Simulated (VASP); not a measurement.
# Se (P3_121) in VASP: notebook

Se is run at these levels: LDA; tasks: electric field gradients.

Program: VASP 6.6.1. These are calculated values, not measurements. Logs are shortened: lines on timing, memory, paths and dates and some standing lists are left out, and cuts for length are marked.

**1. The cell of the first run**

The structure is trigonal, space group P3_121 (No. 152). The conventional cell has a = 4.323 Å, b = 4.323 Å, c = 4.954 Å, α = 90.00°, β = 90.00°, γ = 120.00°. Within 3.1 Å of Se (site symmetry 2) lie 2 Se at 2.36 Å.

**2. Electric field gradients, LDA (equal xx and yy strain of -1 %)**

INCAR reads:

```
PREC = Accurate ; ENCUT = 520
EDIFF = 1E-8 ; ISMEAR = -1
SIGMA = 0.03 ; LREAL = False
LASPH = True ; NELM = 60
ALGO = Normal ; ISIF = 2
LWAVE = False ; LCHARG = False
GGA = CA ; LEFG = True
NBANDS = 16
```

KPOINTS reads:

```
Automatic mesh
0
Gamma
  6 6 5
```

POSCAR reads:

```
Se
1.0
    4.3225379494      0.0000000000      0.0000000000
   -2.1612689748      3.7434276731      0.0000000000
    0.0000000000      0.0000000000      4.9536000000
Se
3
Direct
    0.2254000000      0.0000000000      0.3333333333
    0.0000000000      0.2254000000      0.6666666667
    0.7746000000      0.7746000000      0.0000000000
```

Potentials or basis: VASP PAW LDA potentials, release 64 (Se).

The run is started by

```console
$ cat potpaw_LDA.64/Se/POTCAR > POTCAR
$ mpirun -np 1 vasp_std > vasp.out
```

OUTCAR:

```text
PREC = Accurate
   ENCUT = 520
   EDIFF = 1E-8
   ISMEAR = -1
   LREAL = False
   LASPH = True
   NELM = 60
   ISIF = 2
   GGA = CA

 ion  position               nearest neighbor table
   1  0.225  0.000  0.333-   3 2.36   2 2.36
   2  0.000  0.225  0.667-   3 2.36   1 2.36
   3  0.775  0.775  0.000-   1 2.36   2 2.36

  LATTYP: Found a hexagonal cell.
 ALAT       =     4.3225379494
 C/A-ratio  =     1.1459934090

  Lattice vectors:

 A1 = (   4.3225379494,   0.0000000000,   0.0000000000)
 A2 = (  -2.1612689748,   3.7434276731,   0.0000000000)
 A3 = (   0.0000000000,   0.0000000000,   4.9536000000)

Analysis of symmetry for initial positions (statically):
=====================================================================
 Subroutine PRICEL returns:
 Original cell was already a primitive cell.

 Routine SETGRP: Setting up the symmetry group for a
 hexagonal supercell.

 Subroutine GETGRP returns: Found  6 space group operations
 (whereof  2 operations were pure point group operations)
 out of a pool of 24 trial point group operations.

The static configuration has the point symmetry C_2 .
 The point group associated with its full space group is D_3 .

Analysis of symmetry for dynamics (positions and initial velocities):
=====================================================================
 Subroutine PRICEL returns:
 Original cell was already a primitive cell.

 Routine SETGRP: Setting up the symmetry group for a
 hexagonal supercell.

 Subroutine GETGRP returns: Found  6 space group operations
 (whereof  2 operations were pure point group operations)
 out of a pool of 24 trial point group operations.

The dynamic configuration has the point symmetry C_2 .
 The point group associated with its full space group is D_3 .

 Subroutine INISYM returns: Found  6 space group operations
 (whereof  2 operations are pure point group operations),
 and found     1 'primitive' translations

----------------------------------------------------------------------------------------

                                     Primitive cell

  volume of cell :      80.1547

  direct lattice vectors                    reciprocal lattice vectors
     4.322537949  0.000000000  0.000000000     0.231345569  0.133567426  0.000000000
[... 126 lines left out ...]

 Free energy of the ion-electron system (eV)
  ---------------------------------------------------
  ext. energy  EPLUGINS =         0.00000000
  ---------------------------------------------------
  free energy    TOTEN  =       -12.33532801 eV

  energy without entropy =      -12.33532801  energy(sigma->0) =      -12.33532801

 E-fermi :   3.3888     XC(G=0):  -9.2700

 val. band max:        2.7687778893   @ k =  -0.1667   0.5000   0.4000
 cond. band min:       3.9560171320   @ k =   0.0000   0.0000   0.4000
 fundamental gap:      1.1872392426
 Fermi energy:         3.3888310747

 k-point     1 :       0.0000    0.0000    0.0000
  band No.  band energies     occupation
      1     -13.1515      2.00000
      2      -8.9519      2.00000
      3      -8.9519      2.00000
      4      -1.0151      2.00000
      5      -1.0151      2.00000
      6      -0.9783      2.00000
[... 433 lines left out ...]
      3      -7.3973      2.00000
      4      -2.6108      2.00000
      5      -1.6953      2.00000
      6      -1.0697      2.00000
[... 8 lines left out ...]
     15      10.6653      0.00000
     16      11.0524      0.00000

 [... further k-points ...]
[... 5 lines left out ...]
  --------------------------------------------------------------------------------------
  -------------------------------------------------------------------------------------
  Total       -0.3491360     -0.3491360      0.5130997      0.0000000     -0.0000000     -0.0000000
  in kB       -6.9787242     -6.9787242     10.2561213      0.0000000     -0.0000000     -0.0000000
  external PRESSURE =      -1.2337757 kB  Pullay stress =       0.0000000 kB

 VOLUME and BASIS-vectors are now :
 -----------------------------------------------------------------------------
  energy-cutoff  :      520.00
  volume of cell :       80.15
      direct lattice vectors                 reciprocal lattice vectors
     4.322537949  0.000000000  0.000000000     0.231345569  0.133567426  0.000000000
    -2.161268975  3.743427673  0.000000000     0.000000000  0.267134853  0.000000000
     0.000000000  0.000000000  4.953600000     0.000000000  0.000000000  0.201873385

 POSITION                                       TOTAL-FORCE (eV/Angst)
 -----------------------------------------------------------------------------------
      0.97430      0.00000      1.65120         0.457636      0.000000     -0.000000
     -0.48715      0.84377      3.30240        -0.228818      0.396324      0.000000
      1.67412      2.89966      0.00000        -0.228818     -0.396324     -0.000000
 -----------------------------------------------------------------------------------
    total drift:                                0.000002      0.000003     -0.000000

  FREE ENERGIE OF THE ION-ELECTRON SYSTEM (eV)
  ---------------------------------------------------
  free  energy   TOTEN  =       -12.3353280114 eV

  energy  without entropy=      -12.3353280112  energy(sigma->0) =      -12.33532801

 Electric field gradients (V/A^2)
---------------------------------------------------------------------
 ion       V_xx      V_yy      V_zz      V_xy      V_xz      V_yz
---------------------------------------------------------------------
   1     159.513  -333.176   173.664     0.000     0.000   319.066
   2    -210.004    36.341   173.664  -213.340  -276.320  -159.533
   3    -210.005    36.341   173.664   213.341   276.320  -159.533
---------------------------------------------------------------------

 Electric field gradients after diagonalization (V/A^2)
 (convention: |V_zz| > |V_xx| > |V_yy|)
----------------------------------------------------------------------
 ion       V_xx      V_yy      V_zz     asymmetry (V_yy - V_xx)/ V_zz
----------------------------------------------------------------------
   1     327.705   159.513  -487.218       0.345
   2     327.705   159.513  -487.218       0.345
   3     327.706   159.513  -487.219       0.345
----------------------------------------------------------------------

           NMR quadrupolar parameters

 Cq : quadrupolar parameter    Cq=e*Q*V_zz/h
 eta: asymmetry parameters     (V_yy - V_xx)/ V_zz
 Q  : nuclear electric quadrupole moment in mb (millibarn)
----------------------------------------------------------------------
 ion       Cq(MHz)       eta       Q (mb)
----------------------------------------------------------------------
   1      -1.178       0.345       1.000
   2      -1.178       0.345       1.000
   3      -1.178       0.345       1.000
----------------------------------------------------------------------
```

OSZICAR:

```text
N       E                     dE             d eps       ncg     rms          rms(c)
DAV:   1     0.818934607005E+02    0.81893E+02   -0.71359E+03   864   0.934E+02
DAV:   2    -0.685308789202E+01   -0.88747E+02   -0.83747E+02  1144   0.155E+02
DAV:   3    -0.124186709811E+02   -0.55656E+01   -0.55463E+01  1088   0.443E+01
DAV:   4    -0.124602270417E+02   -0.41556E-01   -0.41548E-01  1160   0.448E+00
DAV:   5    -0.124605197395E+02   -0.29270E-03   -0.29269E-03  1112   0.370E-01    0.751E+00
DAV:   6    -0.123708304078E+02    0.89689E-01   -0.40055E-02  1064   0.118E+00    0.460E+00
DAV:   7    -0.123362687645E+02    0.34562E-01   -0.77473E-02  1016   0.158E+00    0.202E-01
DAV:   8    -0.123353031860E+02    0.96558E-03   -0.87120E-03   944   0.567E-01    0.995E-02
DAV:   9    -0.123353279179E+02   -0.24732E-04   -0.28026E-04  1248   0.103E-01    0.286E-02
DAV:  10    -0.123353277509E+02    0.16705E-06   -0.19448E-05   992   0.273E-02    0.631E-03
DAV:  11    -0.123353282065E+02   -0.45564E-06   -0.32756E-06  1208   0.100E-02    0.293E-03
DAV:  12    -0.123353280125E+02    0.19402E-06   -0.54120E-07  1048   0.445E-03    0.719E-04
DAV:  13    -0.123353280103E+02    0.22192E-08   -0.10287E-07  1208   0.171E-03    0.229E-04
DAV:  14    -0.123353280114E+02   -0.11300E-08   -0.78150E-09   600   0.533E-04
   1 F= -.12335328E+02 E0= -.12335328E+02  d E =-.189131E-09
```

It took 41 s on 1 thread of Intel Xeon 8259CL, shared host; peak memory 0.17 GiB.

Results:

- Free energy: -12.3353 eV
- Pressure: -0.1 GPa
- Largest force: 0.458 eV/Å
- Band gap on the k mesh: 1.19 eV (least direct gap 1.37 eV)
- Largest electric field gradient by atom: Se -487.2 V/Å²

Forces in eV/Å, atoms in the order of the input:
```
Se   0.458  0.000  0.000
Se  -0.229  0.396  0.000
Se  -0.229 -0.396  0.000
```

Stress tensor (GPa, compression positive):
```
-0.70  0.00  0.00
 0.00 -0.70  0.00
 0.00  0.00  1.03
```

Electric field gradients, principal values (V/Å²):
| atom | least | middle | greatest (by size) |
| --- | --- | --- | --- |
| 1 Se | 159.513 | 327.705 | -487.218 |
| 2 Se | 159.513 | 327.705 | -487.218 |
| 3 Se | 159.513 | 327.706 | -487.219 |

Caveat: the cell differs from its parent crystal (equal xx and yy strain of -1 %); without QUAD_EFG the Cq values of the log hold for a quadrupole moment of 1 mb, not for the nuclei; an odd mesh through Γ misses points on the zone boundary, where band edges can lie.

**3. Electric field gradients, LDA (equal xx and yy strain of +1 %)**

INCAR reads:

```
PREC = Accurate ; ENCUT = 520
EDIFF = 1E-8 ; ISMEAR = -1
SIGMA = 0.03 ; LREAL = F
LASPH = T ; NELM = 60
ALGO = Normal ; ISIF = 2
LWAVE = F ; LCHARG = F
LEFG = T ; NBANDS = 16
```

KPOINTS reads:

```
regular mesh
0
Gamma
  6 6 5
```

POSCAR reads:

```
Se
1.0
    4.4098619484      0.0000000000      0.0000000000
   -2.2049309742      3.8190524745      0.0000000000
    0.0000000000      0.0000000000      4.9536000000
Se
3
Direct
    0.2254000000      0.0000000000      0.3333333333
    0.0000000000      0.2254000000      0.6666666667
    0.7746000000      0.7746000000      0.0000000000
```

Potentials or basis: VASP PAW LDA potentials, release 64 (Se).

The run is started by

```console
$ cat potpaw_LDA.64/Se/POTCAR > POTCAR
$ mpirun -np 1 vasp_std > vasp.out
```

OUTCAR:

```text
PREC = Accurate
   ENCUT = 520
   EDIFF = 1E-8
   ISMEAR = -1
   LREAL = F
   LASPH = T
   NELM = 60
   ISIF = 2

 ion  position               nearest neighbor table
   1  0.225  0.000  0.333-   3 2.39   2 2.39
   2  0.000  0.225  0.667-   3 2.39   1 2.39
   3  0.775  0.775  0.000-   1 2.39   2 2.39

  LATTYP: Found a hexagonal cell.
 ALAT       =     4.4098619484
 C/A-ratio  =     1.1233004702

  Lattice vectors:

 A1 = (   4.4098619484,   0.0000000000,   0.0000000000)
 A2 = (  -2.2049309742,   3.8190524745,   0.0000000000)
 A3 = (   0.0000000000,   0.0000000000,   4.9536000000)

Analysis of symmetry for initial positions (statically):
=====================================================================
 Subroutine PRICEL returns:
 Original cell was already a primitive cell.

 Routine SETGRP: Setting up the symmetry group for a
 hexagonal supercell.

 Subroutine GETGRP returns: Found  6 space group operations
 (whereof  2 operations were pure point group operations)
 out of a pool of 24 trial point group operations.

The static configuration has the point symmetry C_2 .
 The point group associated with its full space group is D_3 .

Analysis of symmetry for dynamics (positions and initial velocities):
=====================================================================
 Subroutine PRICEL returns:
 Original cell was already a primitive cell.

 Routine SETGRP: Setting up the symmetry group for a
 hexagonal supercell.

 Subroutine GETGRP returns: Found  6 space group operations
 (whereof  2 operations were pure point group operations)
[... 161 lines left out ...]
  band No.  band energies     occupation
      1     -13.2782      2.00000
      2      -9.2395      2.00000
      3      -9.2395      2.00000
      4      -1.3564      2.00000
      5      -1.3564      2.00000
      6      -1.2799      2.00000
[... 433 lines left out ...]
      3      -7.8014      2.00000
      4      -2.7952      2.00000
      5      -1.9420      2.00000
      6      -1.3556      2.00000
[... 8 lines left out ...]
     15      10.2403      0.00000
     16      10.6596      0.00000

 [... further k-points ...]
[... 5 lines left out ...]
  --------------------------------------------------------------------------------------
  -------------------------------------------------------------------------------------
  Total       -1.2051544     -1.2051544     -0.5952787      0.0000000      0.0000000     -0.0000000
  in kB      -23.1447092    -23.1447092    -11.4321882      0.0000000      0.0000000     -0.0000000
  external PRESSURE =     -19.2405356 kB  Pullay stress =       0.0000000 kB

 VOLUME and BASIS-vectors are now :
 -----------------------------------------------------------------------------
  energy-cutoff  :      520.00
  volume of cell :       83.43
      direct lattice vectors                 reciprocal lattice vectors
     4.409861948  0.000000000  0.000000000     0.226764468  0.130922527  0.000000000
    -2.204930974  3.819052474  0.000000000     0.000000000  0.261845054  0.000000000
     0.000000000  0.000000000  4.953600000     0.000000000  0.000000000  0.201873385

 POSITION                                       TOTAL-FORCE (eV/Angst)
 -----------------------------------------------------------------------------------
      0.99398      0.00000      1.65120         0.070148      0.000000      0.000000
     -0.49699      0.86081      3.30240        -0.035074      0.060750     -0.000000
      1.70794      2.95824      0.00000        -0.035074     -0.060750     -0.000000
 -----------------------------------------------------------------------------------
    total drift:                                0.000002      0.000003     -0.000000

  FREE ENERGIE OF THE ION-ELECTRON SYSTEM (eV)
  ---------------------------------------------------
  free  energy   TOTEN  =       -12.3041981008 eV

  energy  without entropy=      -12.3041981005  energy(sigma->0) =      -12.30419810

 Electric field gradients (V/A^2)
---------------------------------------------------------------------
 ion       V_xx      V_yy      V_zz      V_xy      V_xz      V_yz
---------------------------------------------------------------------
   1     170.223  -333.647   163.424     0.000    -0.000   333.151
   2    -207.680    44.256   163.424  -218.182  -288.518  -166.576
   3    -207.680    44.256   163.424   218.183   288.518  -166.576
---------------------------------------------------------------------

 Electric field gradients after diagonalization (V/A^2)
 (convention: |V_zz| > |V_xx| > |V_yy|)
----------------------------------------------------------------------
 ion       V_xx      V_yy      V_zz     asymmetry (V_yy - V_xx)/ V_zz
----------------------------------------------------------------------
   1     330.532   170.223  -500.755       0.320
   2     330.532   170.223  -500.755       0.320
   3     330.533   170.223  -500.756       0.320
----------------------------------------------------------------------

           NMR quadrupolar parameters

 Cq : quadrupolar parameter    Cq=e*Q*V_zz/h
 eta: asymmetry parameters     (V_yy - V_xx)/ V_zz
 Q  : nuclear electric quadrupole moment in mb (millibarn)
----------------------------------------------------------------------
 ion       Cq(MHz)       eta       Q (mb)
----------------------------------------------------------------------
   1      -1.211       0.320       1.000
   2      -1.211       0.320       1.000
   3      -1.211       0.320       1.000
----------------------------------------------------------------------
```

Run time: 54 s. Hardware: 1 thread of Intel Xeon 8259CL, shared host; peak memory 0.18 GiB.

What came out:

| Property | Result |
| --- | --- |
| Free energy | -12.3042 eV |
| Pressure | -1.9 GPa |
| Largest force | 0.070 eV/Å |
| Band gap on the k mesh | 1.18 eV (least direct gap 1.45 eV) |
| Largest electric field gradient by atom | Se -500.8 V/Å² |

Forces on the atoms (eV/Å):
```
Se   0.070  0.000  0.000
Se  -0.035  0.061  0.000
Se  -0.035 -0.061  0.000
```

Levels at points of the mesh, in eV from the valence-band top:
| k point | band 5 | band 6 | band 7 | band 8 | band 9 | band 10 | band 11 | band 12 | band 13 | band 14 |
| --- | --- | --- | --- | --- | --- | --- | --- | --- | --- | --- |
| (0.00, 0.00, 0.00) | -3.71 | -3.64 | -1.90 | -1.90 | -0.28 | 1.90 | 1.90 | 2.16 | 5.94 | 6.46 |
| (0.50, 0.00, 0.00) | -4.55 | -3.30 | -2.75 | -1.65 | -0.86 | 1.94 | 2.32 | 4.06 | 5.26 | 7.50 |

Electric field gradients, principal values (V/Å²):
```csv
atom,least,middle,greatest (by size)
1 Se,170.223,330.532,-500.755
2 Se,170.223,330.532,-500.755
3 Se,170.223,330.533,-500.756
```

Caveat: the cell differs from its parent crystal (equal xx and yy strain of +1 %); without QUAD_EFG the Cq values of the log hold for a quadrupole moment of 1 mb, not for the nuclei; an odd mesh through Γ misses points on the zone boundary, where band edges can lie.

[end of part 1 of 2]
